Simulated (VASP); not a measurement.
Input of a VASP 6.6.1 run:

File INCAR:

```
SYSTEM = GaSb
PREC = Accurate ; ENCUT = 500
EDIFF = 1E-8 ; ISMEAR = 0
SIGMA = 0.01 ; LREAL = .False.
LASPH = .True. ; NELM = 120
ALGO = Normal ; ISIF = 2
LWAVE = .False. ; LCHARG = .False.
GGA = CA ; NBANDS = 16
IBRION = 8 ; NSW = 1
GGA_COMPAT = .False.
```

File KPOINTS:

```
Automatic mesh
0
Gamma
  8 8 8
  0 0 0
```

The input POSCAR:

```
GaSb
1.0
    0.0000000000      3.0234255332      3.0234255332
    3.0234255332      0.0000000000      3.0234255332
    3.0234255332      3.0234255332      0.0000000000
Ga Sb
1 1
Direct
    0.0000000000      0.0000000000      0.0000000000
    0.2500000000      0.2500000000      0.2500000000
```

Potentials or basis: VASP PAW LDA potentials, release 64 (Ga_d, Sb).

Command:

```sh
$ cat potpaw_LDA.64/Ga_d/POTCAR potpaw_LDA.64/Sb/POTCAR > POTCAR
$ mpirun -np 1 vasp_std > vasp.out
```

Q: Predict the highest phonon frequency at Γ, LO-TO splitting left out.

A: 228 cm⁻¹.

Phonon frequencies in cm⁻¹ (negative: imaginary):
```csv
q point,frequencies
"(0.000, 0.000, 0.000)",0 0 0 228 228 228
```
